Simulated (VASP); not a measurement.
Runs of VASP 6.6.1 on Ni. The structure is that of space group Fm-3m (No. 225), or close to it. The cells are those of the table. 

| potentials or basis | spin | cell | cutoff (eV) | second run | gap on the mesh (eV) | pressure (GPa) | moment (μB) |
| --- | --- | --- | --- | --- | --- | --- | --- |
| VASP PAW LDA potentials, release 64 (Ni) | collinear, ferromagnetic start | a = 2.422 Å, angles 60.0°, 1 atom | 520 | - | none | -0.5 | 0.57 |
| VASP PAW LDA potentials, release 64 (Ni) | collinear, ferromagnetic start | a = 2.453 Å, angles 60.0°, 1 atom | 520 | - | none | -9.3 | 0.61 |
| VASP PAW LDA potentials, release 64 (Ni) | off | a = 2.422 Å, angles 60.0°, 1 atom | 520 | - | none | -1.6 | - |
| VASP PAW LDA potentials, release 64 (Ni) | collinear, ferromagnetic start | a = 2.405 Å, angles 60.0°, 1 atom | 520 | - | none | 4.7 | 0.55 |
| VASP PAW LDA potentials, release 64 (Ni) | collinear, ferromagnetic start | a = 2.438 Å, angles 60.0°, 1 atom | 520 | - | none | -5.3 | 0.60 |
| VASP PAW LDA potentials, release 64 (Ni_sv_GW) | collinear, ferromagnetic start | a = 2.405 Å, angles 60.0°, 1 atom | 590 | valence_matched | none | 1.3 | (b) |
| VASP PAW LDA potentials, release 64 (Ni) | collinear, ferromagnetic start | a = 2.389 Å, angles 60.0°, 1 atom | 520 | - | none | 10.6 | (a) |

Alike in all rows: task single point; level LDA; k mesh 22 × 22 × 22; smearing gaussian 0.05 eV.

Task: Estimate the missing entries.

Result: (a) 0.54; (b) 0.58.

A gap of «none» marks levels without a gap at the run's occupations.

The runs don't all hold the same shells in valence.
